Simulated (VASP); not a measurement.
Here is a VASP 6.6.1 calculation.

INCAR

```
ALGO = Normal ; DIPOL = 0.5 0.5 0.232
EDIFF = 1E-7 ; ENCUT = 520
GGA = PE ; IDIPOL = 3
ISIF = 2 ; ISMEAR = 0
LASPH = True ; LCHARG = False
LDIPOL = True ; LREAL = Auto
LWAVE = False ; NBANDS = 76
NELM = 100 ; PREC = Accurate
SIGMA = 0.05
```

Contents of KPOINTS:

```
k-points
0
Gamma
  2 8 1
```

Contents of POSCAR:

```
MgO
1.0
   12.0312932432      0.0000000000      0.0000000000
    0.0000000000      3.0078233108      0.0000000000
    0.0000000000      0.0000000000     18.3805567790
Mg O
14 14
Direct
    0.0000000000      0.0000000000      0.0816079740
    0.1192761295      0.5000000000      0.2005598424
    0.2500000000      1.0000000000      0.0816079740
    0.3740483363      0.5000000000      0.1959291740
    0.5000000000      1.0000000000      0.0816079740
    0.6286254888      0.5000000000      0.1956465074
    0.7500000000      1.0000000000      0.0816079740
    0.8777986229      0.5000000000      0.1983679389
   -0.0138996537      0.0000000000      0.3297041727
    0.2393568326      1.0000000000      0.3134932996
    0.5095862901      1.0000000000      0.3078605535
    0.7521177773      1.0000000000      0.3107825545
    0.1068165740      0.5000000000      0.4388717400
    0.3462826953      0.5000000000      0.4274803380
    0.0005685602      0.0000000000      0.1964725525
    0.1250000000      0.5000000000      0.0816079740
    0.2538040593      1.0000000000      0.2003786525
    0.3750000000      0.5000000000      0.0816079740
    0.4982878793      1.0000000000      0.1975095750
    0.6250000000      0.5000000000      0.0816079740
    0.7476566703      1.0000000000      0.1955706783
    0.8750000000      0.5000000000      0.0816079740
    0.1294970415      0.5000000000      0.3152031203
    0.3855591391      0.5000000000      0.3243580015
    0.6251764730      0.5000000000      0.3134015237
    0.8681081626      0.5000000000      0.3100827254
    0.0154919022      0.0000000000      0.4341516260
    0.2557448535      1.0000000000      0.4415209276
```

Potentials or basis: VASP PAW PBE potentials, release 64 (Mg, O).

The run is started by

```console
$ cat potpaw_PBE.64/Mg/POTCAR potpaw_PBE.64/O/POTCAR > POTCAR
$ mpirun -np 1 vasp_std > vasp.out
```

**Question.** Estimate the largest force.

**Answer.** 0.583 eV/Å.

**Question.** Predict the band gap on the k mesh.

**Answer.** 0.11 eV, direct.

Forces on the atoms (eV/Å):
```
Mg  -0.040  0.000  0.543
Mg   0.001  0.000  0.007
Mg  -0.286  0.000  0.509
Mg   0.002  0.000 -0.001
Mg   0.078  0.000  0.362
Mg  -0.001  0.000  0.004
Mg   0.256  0.000  0.425
Mg  -0.002  0.000  0.005
Mg   0.002  0.000 -0.028
Mg   0.002  0.000  0.002
Mg  -0.001  0.000 -0.008
Mg   0.006  0.000 -0.027
Mg   0.055  0.000 -0.024
Mg   0.014  0.000 -0.002
O   -0.002  0.000  0.005
O    0.282  0.000 -0.331
O   -0.004  0.000 -0.003
O    0.017  0.000 -0.395
O    0.002  0.000  0.000
O   -0.231  0.000 -0.511
O    0.002  0.000 -0.004
O   -0.073  0.000 -0.519
O   -0.004  0.000  0.010
O    0.000  0.000 -0.020
O    0.006  0.000 -0.002
O    0.004  0.000  0.001
O   -0.015  0.000  0.018
O   -0.070  0.000 -0.017
```
